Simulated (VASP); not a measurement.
# Si (Fd-3m) in VASP: vibrations by perturbation theory with PBE

Aim: the vibrations by perturbation theory of Si with PBE.

Program: VASP 6.6.1. These are calculated values, not measurements. Logs are shortened: lines on timing, memory, paths and dates and some standing lists are left out, and cuts for length are marked.

### 1 The cell of the first run

The structure is cubic, space group Fd-3m (No. 227). The conventional cell has a = 5.470 Å, b = 5.470 Å, c = 5.470 Å, α = 90.00°, β = 90.00°, γ = 90.00°. Si (site symmetry -43m) has 4 Si at 2.37 Å within 3.1 Å.

### 2 Vibrations by perturbation theory, PBE

INCAR reads:

```
PREC = Accurate
ENCUT = 520
EDIFF = 1E-8
ISMEAR = 0
SIGMA = 0.01
LREAL = F
LASPH = T
NELM = 100
ALGO = Normal
ISIF = 2
LWAVE = F
LCHARG = F
GGA = PE
NBANDS = 11
IBRION = 8
NSW = 1
LEPSILON = T
```

KPOINTS reads:

```
Automatic mesh
0
Gamma
  8 8 8
```

POSCAR reads:

```
Si
1.0
    0.0000000000      2.7350468812      2.7350468812
    2.7350468812      0.0000000000      2.7350468812
    2.7350468812      2.7350468812      0.0000000000
Si
2
Direct
    0.7500000000      0.7500000000      0.7500000000
    0.5000000000      0.5000000000      0.5000000000
```

Potentials or basis: VASP PAW PBE potentials, release 64 (Si).

On the command line:

```sh
> cat potpaw_PBE.64/Si/POTCAR > POTCAR
> mpirun -np 1 vasp_std > vasp.out
```

OUTCAR:

```text
PREC = Accurate
   ENCUT = 520
   EDIFF = 1E-8
   ISMEAR = 0
   LREAL = F
   LASPH = T
   NELM = 100
   ISIF = 2
   GGA = PE
   IBRION = 8
   NSW = 1
   LEPSILON = T

 ion  position               nearest neighbor table
   1  0.750  0.750  0.750-   2 2.37   2 2.37   2 2.37   2 2.37
   2  0.500  0.500  0.500-   1 2.37   1 2.37   1 2.37   1 2.37

  LATTYP: Found a face centered cubic cell.
 ALAT       =     5.4700937624

  Lattice vectors:

 A1 = (   0.0000000000,   2.7350468812,   2.7350468812)
 A2 = (   2.7350468812,   0.0000000000,   2.7350468812)
 A3 = (   2.7350468812,   2.7350468812,   0.0000000000)

Analysis of symmetry for initial positions (statically):
=====================================================================
 Subroutine PRICEL returns:
 Original cell was already a primitive cell.

 Routine SETGRP: Setting up the symmetry group for a
 face centered cubic supercell.

 Subroutine GETGRP returns: Found 48 space group operations
 (whereof 24 operations were pure point group operations)
 out of a pool of 48 trial point group operations.

The static configuration has the point symmetry T_d .
 The point group associated with its full space group is O_h .

Analysis of symmetry for dynamics (positions and initial velocities):
=====================================================================
 Subroutine PRICEL returns:
 Original cell was already a primitive cell.

 Routine SETGRP: Setting up the symmetry group for a
 face centered cubic supercell.

 Subroutine GETGRP returns: Found 48 space group operations
 (whereof 24 operations were pure point group operations)
 out of a pool of 48 trial point group operations.

The dynamic configuration has the point symmetry T_d .
 The point group associated with its full space group is O_h .

 Subroutine INISYM returns: Found 48 space group operations
 (whereof 24 operations are pure point group operations),
 and found     1 'primitive' translations

----------------------------------------------------------------------------------------

                                     Primitive cell

  volume of cell :      40.9189

  direct lattice vectors                    reciprocal lattice vectors
     0.000000000  2.735046881  2.735046881    -0.182812223  0.182812223  0.182812223
     2.735046881  0.000000000  2.735046881     0.182812223 -0.182812223  0.182812223
     2.735046881  2.735046881  0.000000000     0.182812223  0.182812223 -0.182812223

  length of vectors
     3.867940393  3.867940393  3.867940393     0.316640058  0.316640058  0.316640058

  position of ions in fractional coordinates (direct lattice)
     0.750000000  0.750000000  0.750000000
     0.500000000  0.500000000  0.500000000

  ion indices of the primitive-cell ions
   primitive index   ion index
                 1           1
                 2           2

----------------------------------------------------------------------------------------

 KPOINTS: Automatic mesh
[... 488 lines left out ...]
          14.767064     0.000000     0.000000
          -0.000000    14.767064    -0.000000
           0.000000     0.000000    14.767064
 ------------------------------------------------------

 Free energy of the ion-electron system (eV)
  ---------------------------------------------------
  ---------------------------------------------------
  free energy    TOTEN  =        -1.59610182 eV

  energy without entropy =       -1.59610182

------------------------ aborting loop because EDIFF is reached ----------------------------------------

--------------------------------------- Ionic step        2  -------------------------------------------

------------------------ aborting loop because EDIFF is reached ----------------------------------------

--------------------------------------- Ionic step        3  -------------------------------------------

------------------------ aborting loop because EDIFF is reached ----------------------------------------

 PIEZOELECTRIC TENSOR FIELD DIRECTION 3  (e Angst)
 -----------------------------------------------------------------------------
     0.00250 -0.00000  0.00000           (  0.00001  0.00000  0.00000)
    -0.00000  0.00250  0.00000           (  0.00000  0.00001  0.00000)
     0.00000  0.00000 -0.00862           (  0.00000  0.00000 -0.00000)

 PIEZOELECTRIC TENSOR FIELD DIRECTION 3  (C/m^2)
 -----------------------------------------------------------------------------
     0.00098 -0.00000  0.00000
    -0.00000  0.00098  0.00000
     0.00000  0.00000 -0.00338

--------------------------------------- Ionic step        4  -------------------------------------------

 Free energy of the ion-electron system (eV)
  ---------------------------------------------------
  ---------------------------------------------------
  free energy    TOTEN  =        -0.01736080 eV

  energy without entropy =       -0.01736080

------------------------ aborting loop because EDIFF is reached ----------------------------------------

 INTERNAL STRAIN TENSOR  FOR ION    1  DIRECTION 1   (eV/Angst):
 -----------------------------------------------------------------------------
     0.00558  0.00000  0.00000
     0.00000 -0.00172 -8.67596
     0.00000 -8.67596 -0.00172

 MACROSCOPIC STATIC DIELECTRIC TENSOR (including local field effects in DFT)
 ------------------------------------------------------
          14.147894     0.000000    -0.000000
          -0.000000    14.147894     0.000000
          -0.000000    -0.000000    14.147894
 ------------------------------------------------------

 PIEZOELECTRIC TENSOR (including local field effects)  for field in x, y, z        (e  Angst)
          XX          YY          ZZ          XY          YZ          ZX
  --------------------------------------------------------------------------------
  x    -0.00000    -0.00000    -0.00000    -0.00000    -0.00000     0.00000
  y    -0.00000     0.00000    -0.00000     0.00000    -0.00000     0.00000
  z     0.00000     0.00000     0.00000     0.00000     0.00000     0.00000

 PIEZOELECTRIC TENSOR (including local field effects)  for field in x, y, z        (C/m^2)
          XX          YY          ZZ          XY          YZ          ZX
  --------------------------------------------------------------------------------
  x    -0.00000    -0.00000    -0.00000    -0.00000    -0.00000     0.00000
  y    -0.00000     0.00000    -0.00000     0.00000    -0.00000     0.00000
  z     0.00000     0.00000     0.00000     0.00000     0.00000     0.00000

 BORN EFFECTIVE CHARGES (including local field effects) (in |e|, cummulative output)
 ---------------------------------------------------------------------------------
 ion    1
    1    -0.00000     0.00000    -0.00000
    2     0.00000     0.00000     0.00000
    3     0.00000     0.00000    -0.00000
 ion    2
    1     0.00000    -0.00000     0.00000
    2    -0.00000    -0.00000     0.00000
    3     0.00000    -0.00000     0.00000

 INTERNAL STRAIN TENSOR FOR ION    2 for displacements in x,y,z  (eV/Angst):
          X           Y           Z          XY          YZ          ZX
  --------------------------------------------------------------------------------
  x    -0.00000     0.00000     0.00000     0.00000     8.67596     0.00000
  y     0.00000     0.00000     0.00000     0.00000     0.00000     8.67596
  z     0.00000     0.00000    -0.00000     8.67596     0.00000     0.00000

 SECOND DERIVATIVES (NOT SYMMETRIZED)
 ------------------------------------
               1X          1Y          1Z          2X          2Y          2Z
  1X   -13.047404    0.000000    0.000000   13.047404    0.000000    0.000000
  1Y     0.000000  -13.047404    0.000000    0.000000   13.047404    0.000000
  1Z     0.000000    0.000000  -13.047404    0.000000    0.000000   13.047404
  2X    13.047404    0.000000    0.000000  -13.047404    0.000000    0.000000
  2Y     0.000000   13.047404    0.000000    0.000000  -13.047404    0.000000
  2Z     0.000000    0.000000   13.047404    0.000000    0.000000  -13.047404

 Eigenvectors and eigenvalues of the dynamical matrix
 ----------------------------------------------------

   1 f  =   15.069213 THz    94.682658 2PiTHz  502.654840 cm-1    62.321229 meV
             X         Y         Z           dx          dy          dz
      4.102570  4.102570  4.102570     0.000000    0.138675    0.693375
      2.735047  2.735047  2.735047     0.000000   -0.138675   -0.693375
[... 16 lines left out ...]
   5 f  =    0.000000 THz     0.000000 2PiTHz    0.000000 cm-1     0.000000 meV
             X         Y         Z           dx          dy          dz
      4.102570  4.102570  4.102570     0.707107    0.000000    0.000000
      2.735047  2.735047  2.735047     0.707107    0.000000    0.000000

   6 f/i=    0.000000 THz     0.000001 2PiTHz    0.000007 cm-1     0.000001 meV
             X         Y         Z           dx          dy          dz
      4.102570  4.102570  4.102570     0.000000    0.204908    0.676766
      2.735047  2.735047  2.735047     0.000000    0.204908    0.676766

--------------------------------------------------------------------------------------------------------

 MACROSCOPIC STATIC DIELECTRIC TENSOR IONIC CONTRIBUTION
 ------------------------------------------------------
           0.000000     0.000000     0.000000
           0.000000     0.000000     0.000000
           0.000000     0.000000     0.000000
 ------------------------------------------------------

 ELASTIC MODULI CONTR FROM IONIC RELAXATION (kBar)
 Direction    XX          YY          ZZ          XY          YZ          ZX
 --------------------------------------------------------------------------------
 XX          -0.0000      0.0000      0.0000      0.0000      0.0000      0.0000
 YY           0.0000     -0.0000      0.0000      0.0000      0.0000     -0.0000
 ZZ           0.0000      0.0000     -0.0000      0.0000      0.0000      0.0000
 XY           0.0000      0.0000      0.0000   -225.8900      0.0000      0.0000
 YZ           0.0000      0.0000      0.0000      0.0000   -225.8900      0.0000
 ZX           0.0000     -0.0000      0.0000      0.0000      0.0000   -225.8900
 --------------------------------------------------------------------------------

 PIEZOELECTRIC TENSOR IONIC CONTR  for field in x, y, z        (C/m^2)
          XX          YY          ZZ          XY          YZ          ZX
  --------------------------------------------------------------------------------
  x    -0.00000    -0.00000    -0.00000     0.00000     0.00000    -0.00000
  y     0.00000    -0.00000     0.00000     0.00000    -0.00000    -0.00000
  z     0.00000    -0.00000    -0.00000     0.00000     0.00000    -0.00000
```

Wall time 8.3 min (1 thread of AMD EPYC 7R13, shared host); peak memory 0.21 GiB.

What came out:

```
Electronic dielectric tensor (diagonal) : 14.15
Born charges (mean of the diagonal)     : Si +0.00 e
Highest phonon frequency at Γ           : 503 cm⁻¹
```

Phonon frequencies in cm⁻¹ (negative: imaginary):
| q point | frequencies |
| --- | --- |
| (0.000, 0.000, 0.000) | 0 0 0 503 503 503 |

Electronic dielectric tensor:
```
14.15  0.00  0.00
 0.00 14.15  0.00
 0.00  0.00 14.15
```

Born effective charge tensors (e):
atom 1, Si
```
0.00 0.00 0.00
0.00 0.00 0.00
0.00 0.00 0.00
```
atom 2, Si
```
0.00 0.00 0.00
0.00 0.00 0.00
0.00 0.00 0.00
```
